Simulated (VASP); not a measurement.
SnO2: single point with PBE

SnO2:

```xyz
48
Lattice="-5.1753 5.1753 5.1753 5.1753 -5.1753 5.1753 5.1753 5.1753 -5.1753" Properties=species:S:1:pos:R:3 pbc="T T T"
Sn    0.0000    2.5876    2.5876
Sn    5.1753   -2.5876    2.5876
Sn    5.1753    2.5876   -2.5876
Sn    5.1753    2.5876    2.5876
Sn   -2.5876    2.5876    5.1753
Sn    2.5876   -2.5876    5.1753
Sn    2.5876    2.5876    0.0000
Sn    2.5876    2.5876    5.1753
Sn   -2.5876    5.1753    2.5876
Sn    2.5876    0.0000    2.5876
Sn    2.5876    5.1753   -2.5876
Sn    2.5876    5.1753    2.5876
Sn    0.0000    0.0000    0.0000
Sn    0.0000    0.0000    5.1753
Sn    0.0000    5.1753    0.0000
Sn    5.1753    0.0000    0.0000
O     1.7539    0.8337   -0.8337
O     1.7539    0.8337    4.3415
O     1.7539    6.0090   -0.8337
O     6.9292    0.8337   -0.8337
O     0.8337   -0.8337    1.7539
O     0.8337   -0.8337    6.9292
O     0.8337    4.3415    1.7539
O     6.0090   -0.8337    1.7539
O    -0.8337    1.7539    0.8337
O    -0.8337    1.7539    6.0090
O    -0.8337    6.9292    0.8337
O     4.3415    1.7539    0.8337
O    -1.7539    3.4214    3.4214
O     3.4214   -1.7539    3.4214
O     3.4214    3.4214   -1.7539
O     3.4214    3.4214    3.4214
O     1.7539    1.7539    1.7539
O     1.7539    1.7539    6.9292
O     1.7539    6.9292    1.7539
O     6.9292    1.7539    1.7539
O     0.8337    3.4214   -0.8337
O     0.8337    3.4214    4.3415
O     0.8337    8.5966   -0.8337
O     6.0090    3.4214   -0.8337
O    -0.8337    0.8337    3.4214
O    -0.8337    0.8337    8.5966
O    -0.8337    6.0090    3.4214
O     4.3415    0.8337    3.4214
O     3.4214   -0.8337    0.8337
O     3.4214   -0.8337    6.0090
O     3.4214    4.3415    0.8337
O     8.5966   -0.8337    0.8337
```

```yaml
Program: VASP 6.6.1
Task: single point
Functional: PBE
Potentials_or_basis: VASP PAW PBE potentials, release 64 (Sn_d, O)
Cutoff: 520 eV
k_mesh: 2 × 2 × 2
Occupations: gaussian, width 0.05 eV
Spin: no spin polarisation
Dipole_correction: no
Further_INCAR_settings: LREAL = Auto; ALGO = Normal; EDIFF = 1e-06; NBANDS = 238
```

* Pressure: -0.1 GPa
* Largest force: 0.004 eV/Å
* Band gap on the k mesh: 0.56 eV

Forces on the atoms (eV/Å):
```
Sn   0.000  0.000  0.000
Sn   0.000  0.000  0.000
Sn   0.000  0.000  0.000
Sn   0.000  0.000  0.000
Sn   0.000  0.000  0.000
Sn   0.000  0.000  0.000
Sn   0.000  0.000  0.000
Sn   0.000  0.000  0.000
Sn   0.000  0.000  0.000
Sn   0.000  0.000  0.000
Sn   0.000  0.000  0.000
Sn   0.000  0.000  0.000
Sn   0.000  0.000  0.000
Sn   0.000  0.000  0.000
Sn   0.000  0.000  0.000
Sn   0.000  0.000  0.000
O    0.002 -0.002  0.002
O    0.002 -0.002  0.002
O    0.002 -0.002  0.002
O    0.002 -0.002  0.002
O   -0.002  0.002  0.002
O   -0.002  0.002  0.002
O   -0.002  0.002  0.002
O   -0.002  0.002  0.002
O    0.002  0.002 -0.002
O    0.002  0.002 -0.002
O    0.002  0.002 -0.002
O    0.002  0.002 -0.002
O   -0.002 -0.002 -0.002
O   -0.002 -0.002 -0.002
O   -0.002 -0.002 -0.002
O   -0.002 -0.002 -0.002
O    0.002  0.002  0.002
O    0.002  0.002  0.002
O    0.002  0.002  0.002
O    0.002  0.002  0.002
O   -0.002 -0.002  0.002
O   -0.002 -0.002  0.002
O   -0.002 -0.002  0.002
O   -0.002 -0.002  0.002
O    0.002 -0.002 -0.002
O    0.002 -0.002 -0.002
O    0.002 -0.002 -0.002
O    0.002 -0.002 -0.002
O   -0.002  0.002 -0.002
O   -0.002  0.002 -0.002
O   -0.002  0.002 -0.002
O   -0.002  0.002 -0.002
```

Levels at points of the mesh, in eV from the valence-band top:
```csv
k point,band 205,band 206,band 207,band 208,band 209,band 210,band 211,band 212
"(0.00, 0.00, 0.00)",-0.28,-0.06,-0.06,-0.06,0.56,4.50,4.50,4.50
"(0.50, 0.00, 0.00)",-0.11,-0.11,-0.06,-0.06,2.70,2.70,4.25,4.25
"(0.50, 0.50, 0.50)",0.00,0.00,0.00,0.00,3.63,3.63,3.63,3.63
```

It took 13 min on 1 thread of AMD EPYC 7R13 Processor (Zen 3), with other jobs on the host, peak memory 0.79 GiB.

Caveat: the k points lie up to 0.43 Å⁻¹ apart; semilocal functionals underestimate gaps, and a narrow one can read as zero; spin-orbit coupling is left out, which moves the levels of the heavy elements. A k mesh can miss the band edges.
